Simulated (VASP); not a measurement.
A run of VASP 6.6.1 is set up as follows.

The input INCAR:

```
SYSTEM = InP
PREC = Accurate
ENCUT = 520
EDIFF = 1E-6
ISMEAR = -1
SIGMA = 0.05
LREAL = .FALSE.
LASPH = .TRUE.
NELM = 150
ALGO = Normal
ISIF = 2
LWAVE = .FALSE.
LCHARG = .FALSE.
MAGMOM = 0 0 0 0 0 0
LORBIT = 11
LSORBIT = .TRUE.
GGA_COMPAT = .FALSE.
LORBMOM = .TRUE.
GGA = PS
NBANDS = 30
```

File KPOINTS:

```
regular mesh
0
G
  6 6 6
  0 0 0
```

Contents of POSCAR:

```
InP
1.0
    0.0000000000      2.9305000000      2.9305000000
    2.9305000000      0.0000000000      2.9305000000
    2.9305000000      2.9305000000      0.0000000000
In P
1 1
Direct
    0.0000000000      0.0000000000      0.0000000000
    0.7500000000      0.7500000000      0.7500000000
```

Potentials or basis: VASP PAW PBE potentials, release 64 (In_d, P).

Run with:

```bash
$ cat potpaw_PBE.64/In_d/POTCAR potpaw_PBE.64/P/POTCAR > POTCAR
$ mpirun -np 1 vasp_ncl > vasp.out
```

(1) What does it give for the net moment?

(2) Predict the pressure.

Answers

(1) 0.00 μB per cell.

(2) 0.5 GPa.

Caveat: the PAW data sets were made with another functional, which shifts forces and pressure a little.
